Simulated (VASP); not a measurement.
Here is a VASP 6.6.1 calculation.

The input INCAR:

```
PREC     = Accurate       # precision mode
ENCUT    = 520            # plane-wave cutoff, eV
EDIFF    = 1E-6           # SCF threshold, eV
ISMEAR   = 0              # smearing method
SIGMA    = 0.1            # smearing width, eV
LREAL    = False          # projectors in reciprocal space
LASPH    = True           # aspherical terms in the spheres
NELM     = 100            # most SCF steps
ALGO     = Normal         # electronic algorithm
ISIF     = 2              # what is computed and relaxed
LWAVE    = False          # write WAVECAR
LCHARG   = False          # write CHGCAR
GGA      = PS             # functional
NBANDS   = 26             # bands
```

File KPOINTS:

```
Automatic mesh
0
Gamma
  15 15 18
```

The input POSCAR:

```
Mn
1.0
    3.8520834713      0.0000000000      0.0000000000
   -1.9260417356      3.3360021436      0.0000000000
    0.0000000000      0.0000000000      2.4243543901
Mn
3
Direct
    0.0000000000      0.0000000000      0.0000000000
    0.3333333333      0.6666666667      0.5000000000
    0.6666666667      0.3333333333      0.5000000000
```

Potentials or basis: VASP PAW PBE potentials, release 64 (Mn_pv).

Launch:

```sh
$ cat potpaw_PBE.64/Mn_pv/POTCAR > POTCAR
$ mpirun -np 1 vasp_std > vasp.out
```

**Question.** Predict the pressure.

**Answer.** 0.2 GPa.

**Question.** Predict the band gap on the k mesh.

**Answer.** Zero (an odd number of electrons rules out a gap without spin polarisation).

Stress tensor (GPa, compression positive):
```
0.24 0.00 0.00
0.00 0.24 0.00
0.00 0.00 0.07
```

Caveat: the PAW data sets were made with another functional, which shifts forces and pressure a little; the run has no spin polarisation, though such a crystal can be magnetic. Spin polarisation is off, so any magnetic state and its effect on volume and gap are missing.
